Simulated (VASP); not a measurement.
# Cu (Fm-3m) in VASP: a series of runs, part 2 of 2

VASP 6.6.1. Earlier steps stand in the parts before.

## 4. Single point, PBE

This run uses another cell than the first one, of 14.33 Å³/atom, 0.998 times its volume.

INCAR

```
SYSTEM = Cu
ALGO = Fast
EDIFF = 1E-6
ENCUT = 520
GGA = PE
ISIF = 2
ISMEAR = 0
LASPH = .TRUE.
LCHARG = .FALSE.
LREAL = .FALSE.
LWAVE = .FALSE.
NBANDS = 24
NELM = 80
PREC = Accurate
SIGMA = 0.1
```

KPOINTS

```
k-points
0
G
  14 14 14
  0 0 0
```

POSCAR

```
Cu
1.0
    0.0000000000      2.7805501212      2.7805501212
    2.7805501212      0.0000000000      2.7805501212
    2.7805501212      2.7805501212      0.0000000000
Cu
3
Direct
    0.2500000000      0.2500000000      0.2500000000
    0.7500000000      0.7500000000      0.7500000000
    0.5000000000      0.5000000000      0.5000000000
```

Potentials or basis: VASP PAW PBE potentials, release 64 (Cu).

Command:

```
$ cat potpaw_PBE.64/Cu/POTCAR > POTCAR
$ mpirun -np 1 vasp_std > vasp.out
```

OUTCAR:

```text
SYSTEM = Cu
   EDIFF = 1E-6
   ENCUT = 520
   GGA = PE
   ISIF = 2
   ISMEAR = 0
   LASPH = .TRUE.
   LREAL = .FALSE.
   NELM = 80
   PREC = Accurate

 ion  position               nearest neighbor table
   1  0.250  0.250  0.250-   3 2.41   3 2.41   3 2.41   3 2.41   2 2.78   2 2.78   2 2.78   2 2.78
                             2 2.78   2 2.78
   2  0.750  0.750  0.750-   3 2.41   3 2.41   3 2.41   3 2.41   1 2.78   1 2.78   1 2.78   1 2.78
                             1 2.78   1 2.78
   3  0.500  0.500  0.500-   1 2.41   1 2.41   1 2.41   2 2.41   2 2.41   2 2.41   2 2.41   1 2.41

  LATTYP: Found a face centered cubic cell.
 ALAT       =     5.5611002424

  Lattice vectors:

 A1 = (   0.0000000000,   2.7805501212,   2.7805501212)
 A2 = (   2.7805501212,   0.0000000000,   2.7805501212)
 A3 = (   2.7805501212,   2.7805501212,   0.0000000000)

Analysis of symmetry for initial positions (statically):
=====================================================================
 Subroutine PRICEL returns:
 Original cell was already a primitive cell.

 Routine SETGRP: Setting up the symmetry group for a
 face centered cubic supercell.

 Subroutine GETGRP returns: Found 48 space group operations
[... 9 lines left out ...]

 Routine SETGRP: Setting up the symmetry group for a
 face centered cubic supercell.

 Subroutine GETGRP returns: Found 48 space group operations
[... 11 lines left out ...]
                                     Primitive cell

  volume of cell :      42.9954

  direct lattice vectors                    reciprocal lattice vectors
     0.000000000  2.780550121  2.780550121    -0.179820531  0.179820531  0.179820531
     2.780550121  0.000000000  2.780550121     0.179820531 -0.179820531  0.179820531
     2.780550121  2.780550121  0.000000000     0.179820531  0.179820531 -0.179820531

  length of vectors
     3.932291692  3.932291692  3.932291692     0.311458296  0.311458296  0.311458296

  position of ions in fractional coordinates (direct lattice)
     0.250000000  0.250000000  0.250000000
     0.750000000  0.750000000  0.750000000
     0.500000000  0.500000000  0.500000000
[... 91 lines left out ...]
   EMIN   =  10.00;   EMAX   =-10.00  energy-range for DOS
   EFERMI =   0.00;   METHOD = LEGACY
   ISMEAR =     0;   SIGMA  =   0.10  broadening in eV -4-tet -1-fermi 0-gaus
   EFERMI_NEDOS =   21; number of points for ismear=-14 and -15
   IALGO  =     68    algorithm
   IMIX   =      4    mixing-type and parameters
     AMIX     =   0.40;   BMIX     =  1.00
     AMIX_MAG =   1.60;   BMIX_MAG =  1.00
  volume/ion in A,a.u.               =      14.33        96.72
  Fermi-wavevector in a.u.,A,eV,Ry     =   1.498898  2.832507 30.568145  2.246695
  Thomas-Fermi vector in A             =   2.610598
   LORBIT       =      0    0 simple, 1 ext, 2 COOP (PROOUT), +10 PAW based schemes
   GGA     = PE    functional components
   LHFCALC =     F    Hartree Fock is set to
   AEXX    =    0.0000 exact exchange contribution
   IVDW    =     0    specifies the selected vdW correction
   LEPSILON=     F    determine dielectric tensor
   LRPA    =     F    only Hartree local field effects (RPA)
 non-spin polarized calculation
 RMM-DIIS sequential band-by-band and
 Gauss-broadening in eV      SIGMA  =   0.10
  energy-cutoff  :      520.00
  volume of cell :       43.00
 maximum number of plane-waves:      1185
 NGX is ok and might be reduce to    30
   NGX = 15   NGY = 15   NGZ = 15

 number of electron      32.9999977 magnetization

 Free energy of the ion-electron system (eV)
  ---------------------------------------------------
  ext. energy  EPLUGINS =         0.00000000
  ---------------------------------------------------
  free energy    TOTEN  =       -10.04902665 eV

  energy without entropy =      -10.04343198  energy(sigma->0) =      -10.04622931

 E-fermi :   5.4162     XC(G=0): -11.4743

 val. band max:        5.4050881639   @ k =  -0.4286   0.3571   0.1429
 cond. band min:       5.4428726497   @ k =  -0.3571   0.4286   0.2143
 fundamental gap:      0.0377844858
 Fermi energy:         5.4161972489

 k-point     1 :       0.0000    0.0000    0.0000
  band No.  band energies     occupation
      1      -2.6451      2.00000
      2       1.4456      2.00000
      3       1.4456      2.00000
      4       2.0506      2.00000
      5       2.0506      2.00000
      6       2.0506      2.00000
[... 637 lines left out ...]
     23      16.3241      0.00000
     24      17.3351      0.00000

 [... further k-points ...]
[... 5 lines left out ...]
  --------------------------------------------------------------------------------------
  -------------------------------------------------------------------------------------
  Total        0.0922992      0.0922992      0.0922992      0.0000000     -0.0000000      0.0000000
  in kB        3.4394303      3.4394303      3.4394303      0.0000000     -0.0000000      0.0000000
  external PRESSURE =       3.4394303 kB  Pullay stress =       0.0000000 kB

 VOLUME and BASIS-vectors are now :
 -----------------------------------------------------------------------------
  energy-cutoff  :      520.00
  volume of cell :       43.00
      direct lattice vectors                 reciprocal lattice vectors
     0.000000000  2.780550121  2.780550121    -0.179820531  0.179820531  0.179820531
     2.780550121  0.000000000  2.780550121     0.179820531 -0.179820531  0.179820531
     2.780550121  2.780550121  0.000000000     0.179820531  0.179820531 -0.179820531

 POSITION                                       TOTAL-FORCE (eV/Angst)
 -----------------------------------------------------------------------------------
      1.39028      1.39028      1.39028        -0.000000     -0.000000     -0.000000
      4.17083      4.17083      4.17083         0.000000      0.000000      0.000000
      2.78055      2.78055      2.78055        -0.000000      0.000000     -0.000000
 -----------------------------------------------------------------------------------
    total drift:                                0.000000     -0.000000      0.000000

  FREE ENERGIE OF THE ION-ELECTRON SYSTEM (eV)
  ---------------------------------------------------
  free  energy   TOTEN  =       -10.0490266464 eV

  energy  without entropy=      -10.0434319760  energy(sigma->0) =      -10.04622931
```

OSZICAR:

```text
N       E                     dE             d eps       ncg     rms          rms(c)
DAV:   1     0.229348761547E+03    0.22935E+03   -0.14694E+04  5120   0.228E+03
DAV:   2     0.384622291848E+01   -0.22550E+03   -0.21435E+03  4992   0.342E+02
DAV:   3    -0.121539753110E+02   -0.16000E+02   -0.14696E+02  6000   0.132E+02
DAV:   4    -0.124078304779E+02   -0.25386E+00   -0.25369E+00  5824   0.206E+01
DAV:   5    -0.124113626757E+02   -0.35322E-02   -0.35321E-02  6816   0.209E+00    0.131E+01
RMM:   6    -0.114265366105E+02    0.98483E+00   -0.21215E+01  5573   0.742E+01    0.851E+00
RMM:   7    -0.100558108439E+02    0.13707E+01   -0.47807E+00  5487   0.378E+01    0.126E+00
RMM:   8    -0.100589355267E+02   -0.31247E-02   -0.80834E-02  5984   0.425E+00    0.846E-01
RMM:   9    -0.100489846678E+02    0.99509E-02   -0.28389E-02  5907   0.222E+00    0.216E-01
RMM:  10    -0.100488643346E+02    0.12033E-03   -0.80401E-03  5999   0.998E-01    0.126E-01
RMM:  11    -0.100489939685E+02   -0.12963E-03   -0.31822E-03  6041   0.632E-01    0.751E-02
RMM:  12    -0.100490188545E+02   -0.24886E-04   -0.10214E-03  6615   0.360E-01    0.261E-02
RMM:  13    -0.100490230936E+02   -0.42391E-05   -0.20732E-04  6389   0.129E-01    0.106E-02
RMM:  14    -0.100490262167E+02   -0.31231E-05   -0.42416E-05  5801   0.902E-02    0.121E-02
RMM:  15    -0.100490262326E+02   -0.15958E-07   -0.16080E-05  5874   0.456E-02    0.159E-03
RMM:  16    -0.100490266464E+02   -0.41376E-06   -0.40515E-06  4099   0.166E-02
   1 F= -.10049027E+02 E0= -.10046229E+02  d E =-.559467E-02
```

stdout:

```text
POSCAR found type information on POSCAR Cu
 POSCAR found :  1 types and       3 ions
 scaLAPACK will be used
 LDA part: xc-table for (Slater+PW92), standard interpolation
 POSCAR, INCAR and KPOINTS ok, starting setup
 FFT: planning ... GRIDC
 FFT: planning ... GRID_SOFT
 FFT: planning ... GRID
 WAVECAR not read
 entering main loop
```

Wall time 62 s (1 thread of Intel Xeon 6975P-C (Granite Rapids), shared host); peak memory 0.21 GiB.

What came out:

- Free energy: -10.0490 eV
- Pressure: 0.3 GPa

## 5. Relaxation of cell and atoms, PBE

INCAR

```
SYSTEM = Cu
ALGO = Fast ; EDIFF = 1E-6
EDIFFG = -0.01 ; ENCUT = 600
GGA = PE ; IBRION = 2
ISIF = 3 ; ISMEAR = 0
LASPH = .True. ; LCHARG = .False.
LREAL = .False. ; LWAVE = .False.
NELM = 60 ; NSW = 100
PREC = Accurate ; SIGMA = 0.1
```

KPOINTS

```
k-points
0
Gamma
  14 14 14
  0 0 0
```

POSCAR

```
Cu
1.0
    0.0000000000      2.7827481718      2.7827481718
    2.7827481718      0.0000000000      2.7827481718
    2.7827481718      2.7827481718      0.0000000000
Cu
3
Direct
    0.2500000000      0.2500000000      0.2500000000
    0.7500000000      0.7500000000      0.7500000000
    0.5000000000      0.5000000000      0.5000000000
```

Potentials or basis: VASP PAW PBE potentials, release 64 (Cu).

Command:

```
$ cat potpaw_PBE.64/Cu/POTCAR > POTCAR
$ mpirun -np 1 vasp_std > vasp.out
```

OUTCAR:

```text
SYSTEM = Cu
   EDIFF = 1E-6
   EDIFFG = -0.01
   ENCUT = 600
   GGA = PE
   IBRION = 2
   ISIF = 3
   ISMEAR = 0
   LASPH = .True.
   LREAL = .False.
   NELM = 60
   NSW = 100
   PREC = Accurate

 ion  position               nearest neighbor table
   1  0.250  0.250  0.250-   3 2.41   3 2.41   3 2.41   3 2.41   2 2.78   2 2.78   2 2.78   2 2.78
                             2 2.78   2 2.78
   2  0.750  0.750  0.750-   3 2.41   3 2.41   3 2.41   3 2.41   1 2.78   1 2.78   1 2.78   1 2.78
                             1 2.78   1 2.78
   3  0.500  0.500  0.500-   1 2.41   1 2.41   1 2.41   1 2.41   2 2.41   2 2.41   2 2.41   2 2.41

  LATTYP: Found a face centered cubic cell.
 ALAT       =     5.5654963436

  Lattice vectors:

 A1 = (   0.0000000000,   2.7827481718,   2.7827481718)
 A2 = (   2.7827481718,   0.0000000000,   2.7827481718)
 A3 = (   2.7827481718,   2.7827481718,   0.0000000000)

Analysis of symmetry for initial positions (statically):
=====================================================================
 Subroutine PRICEL returns:
 Original cell was already a primitive cell.

 Routine SETGRP: Setting up the symmetry group for a
 face centered cubic supercell.

 Subroutine GETGRP returns: Found 48 space group operations
[... 9 lines left out ...]

 Routine SETGRP: Setting up the symmetry group for a
 face centered cubic supercell.

 Subroutine GETGRP returns: Found 48 space group operations
[... 11 lines left out ...]
                                     Primitive cell

  volume of cell :      43.0975

  direct lattice vectors                    reciprocal lattice vectors
     0.000000000  2.782748172  2.782748172    -0.179678494  0.179678494  0.179678494
     2.782748172  0.000000000  2.782748172     0.179678494 -0.179678494  0.179678494
     2.782748172  2.782748172  0.000000000     0.179678494  0.179678494 -0.179678494

  length of vectors
     3.935400205  3.935400205  3.935400205     0.311212280  0.311212280  0.311212280

  position of ions in fractional coordinates (direct lattice)
     0.250000000  0.250000000  0.250000000
[... 102 lines left out ...]
  Fermi-wavevector in a.u.,A,eV,Ry     =   1.497714  2.830269 30.519873  2.243147
  Thomas-Fermi vector in A             =   2.609566
   LORBIT       =      0    0 simple, 1 ext, 2 COOP (PROOUT), +10 PAW based schemes
   GGA     = PE    functional components
   LHFCALC =     F    Hartree Fock is set to
   AEXX    =    0.0000 exact exchange contribution
   IVDW    =     0    specifies the selected vdW correction
   LEPSILON=     F    determine dielectric tensor
   LRPA    =     F    only Hartree local field effects (RPA)
 conjugate gradient relaxation of ions
 non-spin polarized calculation
 RMM-DIIS sequential band-by-band and
 Gauss-broadening in eV      SIGMA  =   0.10
  energy-cutoff  :      600.00
  volume of cell :       43.10
 maximum number of plane-waves:      1459
   NGX = 15   NGY = 15   NGZ = 15

--------------------------------------- Ionic step        1  -------------------------------------------

 number of electron      32.9999962 magnetization

 Free energy of the ion-electron system (eV)
  ---------------------------------------------------
  ext. energy  EPLUGINS =         0.00000000
  ---------------------------------------------------
  free energy    TOTEN  =       -10.04948516 eV

  energy without entropy =      -10.04389561  energy(sigma->0) =      -10.04669038

------------------------ aborting loop because EDIFF is reached ----------------------------------------

  FORCE on cell =-STRESS in cart. coord.  units (eV):
  Direction    XX          YY          ZZ          XY          YZ          ZX
  --------------------------------------------------------------------------------------
  -------------------------------------------------------------------------------------
  Total        0.0641955      0.0641955      0.0641955     -0.0000000      0.0000000     -0.0000000
  in kB        2.3865123      2.3865123      2.3865123     -0.0000000      0.0000000     -0.0000000
  external PRESSURE =       2.3865123 kB  Pullay stress =       0.0000000 kB
[... 98 lines left out ...]
--------------------------------------- Ionic step        4  -------------------------------------------

 number of electron      32.9999962 magnetization

 Free energy of the ion-electron system (eV)
  ---------------------------------------------------
  ext. energy  EPLUGINS =         0.00000000
  ---------------------------------------------------
  free energy    TOTEN  =       -10.04952213 eV

  energy without entropy =      -10.04394138  energy(sigma->0) =      -10.04673176

 E-fermi :   5.3443     XC(G=0): -11.4373

 val. band max:        5.3345750600   @ k =  -0.4286   0.3571   0.1429
 cond. band min:       5.3740056074   @ k =  -0.3571   0.4286   0.2143
 fundamental gap:      0.0394305474
 Fermi energy:         5.3443296848

 k-point     1 :       0.0000    0.0000    0.0000
  band No.  band energies     occupation
      1      -2.6710      2.00000
      2       1.4060      2.00000
      3       1.4060      2.00000
      4       2.0028      2.00000
      5       2.0028      2.00000
      6       2.0028      2.00000
[... 541 lines left out ...]
     19      10.6072      0.00000
     20      11.9710      0.00000

 [... further k-points ...]
[... 5 lines left out ...]
  --------------------------------------------------------------------------------------
  -------------------------------------------------------------------------------------
  Total       -0.0092929     -0.0092929     -0.0092929     -0.0000000      0.0000000     -0.0000000
  in kB       -0.3439094     -0.3439094     -0.3439094     -0.0000000      0.0000000     -0.0000000
  external PRESSURE =      -0.3439094 kB  Pullay stress =       0.0000000 kB
[... 18 lines left out ...]
  FREE ENERGIE OF THE ION-ELECTRON SYSTEM (eV)
  ---------------------------------------------------
  free  energy   TOTEN  =       -10.0495221337 eV

  energy  without entropy=      -10.0439413830  energy(sigma->0) =      -10.04673176

 reached required accuracy - stopping structural energy minimisation
```

OSZICAR:

```text
N       E                     dE             d eps       ncg     rms          rms(c)
DAV:   1     0.242121930909E+03    0.24212E+03   -0.16667E+04  4240   0.304E+03
DAV:   2     0.318392260662E+01   -0.23894E+03   -0.23238E+03  4160   0.408E+02
DAV:   3    -0.121252959965E+02   -0.15309E+02   -0.13715E+02  4436   0.158E+02
[... 42 lines left out ...]
RMM:   6    -0.100495215454E+02   -0.29533E-05   -0.37712E-04  4410   0.256E-01    0.158E-02
RMM:   7    -0.100495208279E+02    0.71745E-06   -0.93524E-05  4326   0.107E-01    0.107E-02
RMM:   8    -0.100495207631E+02    0.64831E-07   -0.27341E-05  4140   0.867E-02    0.326E-03
RMM:   9    -0.100495218306E+02   -0.10675E-05   -0.11328E-05  3591   0.306E-02    0.193E-03
RMM:  10    -0.100495221337E+02   -0.30314E-06   -0.15364E-06  2445   0.182E-02
   4 F= -.10049522E+02 E0= -.10046732E+02  d E =-.369732E-04
```

Wall time 1.9 min (1 thread of Intel Xeon 6975P-C (Granite Rapids), shared host); peak memory 0.24 GiB.

What came out:

| Quantity | Value |
| --- | --- |
| Free energy | -10.0495 eV |
| Relaxed volume | 14.43 Å³/atom |
| Relaxed cell | a = 3.941 Å, b = 3.941 Å, c = 3.941 Å, α = 60.00°, β = 60.00°, γ = 60.00° |
| Space group after relaxing (to 0.05 Å) | Fm-3m (No. 225) |
| Energy gained by relaxing | 0.0 meV/atom |
| Ionic steps | 4 |
| Pressure after relaxing | 0.0 GPa |

Final structure:
```
Cu
1.0
     0.00000    2.78695    2.78695
     2.78695    0.00000    2.78695
     2.78695    2.78695    0.00000
Cu
3
Cartesian
  1.3935 1.3935 1.3935
  4.1804 4.1804 4.1804
  2.7869 2.7869 2.7869
```

Levels at points of the mesh, in eV from the Fermi level:
```tsv
k point	band 14	band 15	band 16	band 17	band 18	band 19
(0.00, 0.00, 0.00)	-1.68	-1.61	-1.61	7.07	7.07	7.07
(0.50, 0.00, 0.00)	-1.85	-1.56	-1.56	-0.94	5.44	5.44
(0.50, 0.50, 0.00)	-1.45	-1.45	-0.95	-0.54	1.25	1.25
```

## 6. The runs side by side

| task | cell | k mesh | cutoff (eV) | gap on the mesh (eV) | pressure (GPa) | relaxed volume (Å³/atom) |
| --- | --- | --- | --- | --- | --- | --- |
| single point | a = 3.935 Å, angles 60.0°, 3 atoms | 6 × 6 × 6 | 520 | none | 0.6 | - |
| relaxation of cell and atoms | relaxed from a = 3.679 Å, angles 60.0°, 3 atoms | 6 × 6 × 6 | 600 | none | 0.0 | 14.44 |
| single point | a = 3.932 Å, angles 60.0°, 3 atoms | 14 × 14 × 14 | 520 | none | 0.3 | - |
| relaxation of cell and atoms | relaxed from a = 3.935 Å, angles 60.0°, 3 atoms | 14 × 14 × 14 | 600 | none | 0.0 | 14.43 |

Alike in all rows: level PBE; potentials or basis VASP PAW PBE potentials, release 64 (Cu); no spin polarisation; smearing gaussian 0.1 eV.

Caveats: the volume moved by over 15 % at a fixed basis, so the end points are rough (some runs).

Total energies depend on the potentials used, so only differences within one code and one set of settings carry meaning.
